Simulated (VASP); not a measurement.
Write the native input for VASP 6.6.1 that does the following.

```
Task                   : relaxation of cell and atoms
Functional             : PBE
Potentials or basis    : VASP PAW PBE potentials, release 64 (Mg)
Cutoff                 : 600 eV
k mesh                 : 18 × 18 × 8
Occupations            : gaussian, width 0.1 eV
Spin                   : no spin polarisation
Dipole correction      : no
Further INCAR settings : ALGO = Normal; EDIFF = 1e-06; IBRION = 2; EDIFFG = -0.005; NSW = 100; ISIF = 3
```

The structure of Mg lies in POSCAR:

```
Mg
1.0
    3.1720232900      0.0000000000      0.0000000000
   -1.5860116400      2.7470527500      0.0000000000
    0.0000000000      0.0000000000      5.1412049000
Mg
2
Direct
    0.3333333300      0.6666666700      0.2500000000
    0.6666666700      0.3333333300      0.7500000000
```

The input as run:

INCAR

```
SYSTEM = Mg
ALGO = Normal
EDIFF = 1E-6
EDIFFG = -0.005
ENCUT = 600
GGA = PE
IBRION = 2
ISIF = 3
ISMEAR = 0
LASPH = .TRUE.
LCHARG = .FALSE.
LREAL = .FALSE.
LWAVE = .FALSE.
NELM = 100
NSW = 100
PREC = Accurate
SIGMA = 0.1
```

KPOINTS

```
k-points
0
G
  18 18 8
  0 0 0
```

Potentials or basis: VASP PAW PBE potentials, release 64 (Mg).

Command:

```console
$ cat potpaw_PBE.64/Mg/POTCAR > POTCAR
$ mpirun -np 1 vasp_std > vasp.out
```

Results of the run:

```json
{
  "Relaxed volume": "22.85 Å³/atom",
  "Relaxed cell": "a = 3.205 Å, b = 3.205 Å, c = 5.136 Å, α = 90.00°, β = 90.00°, γ = 120.00°",
  "Space group after relaxing (to 0.05 Å)": "P6_3/mmc (No. 194)",
  "Energy gained by relaxing": "1.3 meV/atom",
  "Ionic steps": "6",
  "Pressure after relaxing": "0.0 GPa",
  "Band gap on the k mesh": "zero (band 2 reaches 3.69 eV, above the bottom of band 3 at 1.54 eV)"
}
```

Wall time 71 s on 1 thread of Intel(R) Xeon(R) Platinum 8488C (Sapphire Rapids), on a shared host, peak memory 0.23 GiB.
